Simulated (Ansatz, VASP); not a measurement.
## HfSiF: VASP beside Ansatz

```xyz
3
Lattice="4.4389 0.0000 0.0000 -2.2195 3.8442 0.0000 0.0000 0.0000 2.7008" Properties=species:S:1:pos:R:3 pbc="T T T"
Hf    0.0000    0.0000    0.0000
Si    2.2195    1.2814    1.3504
F     0.0000    2.5628    1.3504
```

Change from the starting cell: species swapped into the PrCuGe type (P-6m2, No. 187).

Alike in both runs: functional PBE; k mesh 12 × 12 × 12; occupations gaussian, width 0.1 eV; no spin polarisation.

Ansatz relaxed the structure, and its values are those at the end. VASP's run is a single point on that final structure, the one shown.

|  | VASP | Ansatz |
| --- | --- | --- |
| version | VASP 6.6.1 | Ansatz 0.2.0 |
| potentials or method | VASP PAW PBE potentials, release 64 (Hf_pv, Si, F), cutoff 520 eV | scalar-relativistic, plane waves, PAW |
| valence electrons in the cell | 21 | 37 |

```tsv
	VASP	Ansatz	Ansatz less VASP
gap on the k mesh at the Fermi level (eV)	none	none	-
pressure (GPa)	-0.6	0.0	+0.63
```

A gap of «none» marks a metal or a gap that the smearing closes. VASP's potentials hold 21 valence electrons a cell and Ansatz's 37, so a difference there can come from the potentials and not from the codes.

Neither program's run includes spin-orbit coupling.
